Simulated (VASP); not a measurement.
# Ru (Cmcm) in VASP: single point with PBE

Aim: the single point of Ru with PBE.

Everything below comes from runs of VASP 6.6.1. Logs are shortened: lines on timing, memory, paths and dates and some standing lists are left out, and cuts for length are marked.

**1. The cell of the first run**

The structure is orthorhombic, space group Cmcm (No. 63). The conventional cell has a = 2.703 Å, b = 9.914 Å, c = 4.187 Å, α = 90.00°, β = 90.00°, γ = 90.00°. Within 3.4 Å of Ru (site symmetry m2m) lie 13 Ru at 2.60 to 2.96 Å. Ru (site symmetry m2m) has 11 Ru at 2.49 to 2.71 Å within 3.3 Å.

**2. Single point, PBE, collinear spin, ferromagnetic start**

INCAR reads:

```
ALGO = Normal
EDIFF = 1E-6
ENCUT = 520
GGA = PE
ISIF = 2
ISMEAR = 0
ISPIN = 2
LASPH = True
LCHARG = False
LMAXMIX = 4
LORBIT = 11
LREAL = False
LWAVE = False
MAGMOM = 1 1 1 1
NBANDS = 40
NELM = 150
PREC = Accurate
SIGMA = 0.1
```

KPOINTS reads:

```
k-points
0
Gamma
  6 6 4
```

POSCAR reads:

```
Ru
1.0
    1.3512620845     -4.9572046846      0.0000000000
    1.3512620845      4.9572046846      0.0000000000
    0.0000000000      0.0000000000      4.1872439350
Ru
4
Direct
    0.8307598350      0.1692401650      0.7500000000
    0.5681940804      0.4318059196      0.7500000000
    0.4318059196      0.5681940804      0.2500000000
    0.1692401650      0.8307598350      0.2500000000
```

Potentials or basis: VASP PAW PBE potentials, release 64 (Ru_pv).

Run with:

```
cat potpaw_PBE.64/Ru_pv/POTCAR > POTCAR
mpirun -np 1 vasp_std > vasp.out
```

OUTCAR:

```text
EDIFF = 1E-6
   ENCUT = 520
   GGA = PE
   ISIF = 2
   ISMEAR = 0
   ISPIN = 2
   LASPH = True
   LORBIT = 11
   LREAL = False
   NELM = 150
   PREC = Accurate

 ion  position               nearest neighbor table
   1  0.831  0.169  0.750-   2 2.60   3 2.69   3 2.69   3 2.69   3 2.69   2 2.71   2 2.71   4 2.96
                             4 2.96   4 2.96   4 2.96
   2  0.568  0.432  0.750-   3 2.49   3 2.49   1 2.60   4 2.69   4 2.69   4 2.69   4 2.69   1 2.71
                             1 2.71
   3  0.432  0.568  0.250-   2 2.49   2 2.49   4 2.60   1 2.69   1 2.69   1 2.69   1 2.69   4 2.71
                             4 2.71
   4  0.169  0.831  0.250-   3 2.60   2 2.69   2 2.69   2 2.69   2 2.69   3 2.71   3 2.71   1 2.96
                             1 2.96   1 2.96   1 2.96

  LATTYP: Found a base centered orthorhombic cell.
 ALAT       =     2.7025241690
 B/A-ratio  =     3.6685738033
 C/A-ratio  =     1.5493826042

  Lattice vectors:

 A1 = (   1.3512620845,  -4.9572046846,   0.0000000000)
 A2 = (   1.3512620845,   4.9572046846,   0.0000000000)
 A3 = (   0.0000000000,   0.0000000000,   4.1872439350)

Analysis of symmetry for initial positions (statically):
=====================================================================
 Subroutine PRICEL returns:
 Original cell was already a primitive cell.

 Routine SETGRP: Setting up the symmetry group for a
 base centered orthorhombic supercell.

 Subroutine GETGRP returns: Found  8 space group operations
 (whereof  4 operations were pure point group operations)
 out of a pool of  8 trial point group operations.

The static configuration has the point symmetry C_2h.
 The point group associated with its full space group is D_2h.

Analysis of symmetry for dynamics (positions and initial velocities):
=====================================================================
 Subroutine PRICEL returns:
 Original cell was already a primitive cell.

 Routine SETGRP: Setting up the symmetry group for a
 base centered orthorhombic supercell.

 Subroutine GETGRP returns: Found  8 space group operations
 (whereof  4 operations were pure point group operations)
 out of a pool of  8 trial point group operations.

The dynamic configuration has the point symmetry C_2h.
 The point group associated with its full space group is D_2h.

Analysis of structural, dynamic, and magnetic symmetry:
=====================================================================
[... 142 lines left out ...]
   AEXX    =    0.0000 exact exchange contribution
   IVDW    =     0    specifies the selected vdW correction
   LEPSILON=     F    determine dielectric tensor
   LRPA    =     F    only Hartree local field effects (RPA)
 spin polarized calculation
 Gauss-broadening in eV      SIGMA  =   0.10
  energy-cutoff  :      520.00
  volume of cell :       56.10
 maximum number of plane-waves:      1522
 NGX is ok and might be reduce to    40
   NGX = 19   NGY = 19   NGZ = 15

 number of electron      55.9999984 magnetization      -0.0132417

 number of electron      55.9999984 magnetization       0.0003410

 Free energy of the ion-electron system (eV)
  ---------------------------------------------------
  ext. energy  EPLUGINS =         0.00000000
  ---------------------------------------------------
  free energy    TOTEN  =       -36.26585920 eV

  energy without entropy =      -36.25130404  energy(sigma->0) =      -36.25858162

 E-fermi :  12.3795     XC(G=0): -13.9020

 val. band max:       12.3566235536   @ k =  -0.3333   0.1667   0.2500
 cond. band min:      12.3887292860   @ k =  -0.1667   0.1667   0.2500
 fundamental gap:      0.0321057323
 Fermi energy:        12.3794754838

 spin component 1

 k-point     1 :       0.0000    0.0000    0.0000
  band No.  band energies     occupation
      1     -31.3791      1.00000
      2     -31.1276      1.00000
      3     -31.0034      1.00000
      4     -30.7638      1.00000
      5     -30.5698      1.00000
      6     -30.5293      1.00000
[... 1021 lines left out ...]
     39      22.8695      0.00000
     40      22.8710      0.00000

 [... further k-points ...]

 spin component 2

 k-point     1 :       0.0000    0.0000    0.0000
  band No.  band energies     occupation
      1     -31.3791      1.00000
      2     -31.1275      1.00000
      3     -31.0034      1.00000
      4     -30.7638      1.00000
      5     -30.5698      1.00000
      6     -30.5293      1.00000
[... 1021 lines left out ...]
     39      22.8697      0.00000
     40      22.8711      0.00000

 [... further k-points ...]

------------------------ aborting loop because EDIFF is reached ----------------------------------------

  FORCE on cell =-STRESS in cart. coord.  units (eV):
  Direction    XX          YY          ZZ          XY          YZ          ZX
  --------------------------------------------------------------------------------------
  -------------------------------------------------------------------------------------
  Total        0.0078698     -0.0315519      0.0368339      0.0000000     -0.0000000      0.0000000
  in kB        0.2247696     -0.9011600      1.0520203      0.0000000     -0.0000000      0.0000000
  external PRESSURE =       0.1252100 kB  Pullay stress =       0.0000000 kB

 VOLUME and BASIS-vectors are now :
 -----------------------------------------------------------------------------
  energy-cutoff  :      520.00
  volume of cell :       56.10
      direct lattice vectors                 reciprocal lattice vectors
     1.351262085 -4.957204685  0.000000000     0.370024443 -0.100863295  0.000000000
     1.351262085  4.957204685  0.000000000     0.370024443  0.100863295  0.000000000
     0.000000000  0.000000000  4.187243935     0.000000000  0.000000000  0.238820574

 POSITION                                       TOTAL-FORCE (eV/Angst)
 -----------------------------------------------------------------------------------
      1.35126     -3.27929      3.14043         0.000000     -0.098377     -0.000000
      1.35126     -0.67610      3.14043         0.000000     -0.167380      0.000000
      1.35126      0.67610      1.04681         0.000000      0.167380      0.000000
      1.35126      3.27929      1.04681         0.000000      0.098377      0.000000
 -----------------------------------------------------------------------------------
    total drift:                               -0.000000      0.000000      0.000000

  FREE ENERGIE OF THE ION-ELECTRON SYSTEM (eV)
  ---------------------------------------------------
  free  energy   TOTEN  =       -36.2658592008 eV

  energy  without entropy=      -36.2513040398  energy(sigma->0) =      -36.25858162

 total charge

# of ion       s       p       d       tot
------------------------------------------
    1        0.378   6.277   5.920  12.576
    2        0.416   6.317   5.962  12.696
    3        0.416   6.317   5.962  12.696
    4        0.378   6.277   5.920  12.576
--------------------------------------------------
tot          1.589  25.189  23.765  50.542

 magnetization (x)

# of ion       s       p       d       tot
------------------------------------------
    1       -0.000   0.000  -0.000   0.000
    2       -0.000   0.000   0.000   0.000
    3       -0.000   0.000   0.000   0.000
    4       -0.000   0.000  -0.000   0.000
--------------------------------------------------
tot         -0.000   0.000  -0.000   0.000
```

It took 4 min on 1 thread of Intel Xeon 6975P-C (Granite Rapids), shared host; peak memory 0.31 GiB.

Results:

* Free energy: -36.2659 eV
* Pressure: 0.0 GPa
* Largest force: 0.167 eV/Å
* Band gap on the k mesh: zero (filled and empty bands overlap)
* Net moment: 0.00 μB per cell
* Valence electrons inside the program's atomic spheres: Ru 12.58, 12.70

Forces in eV/Å, atoms in the order of the input:
```
Ru   0.000 -0.098  0.000
Ru   0.000 -0.167  0.000
Ru   0.000  0.167  0.000
Ru   0.000  0.098  0.000
```

Stress tensor (GPa, compression positive):
```
 0.02  0.00  0.00
 0.00 -0.09  0.00
 0.00  0.00  0.11
```

Caveat: the k points lie up to 0.40 Å⁻¹ apart.
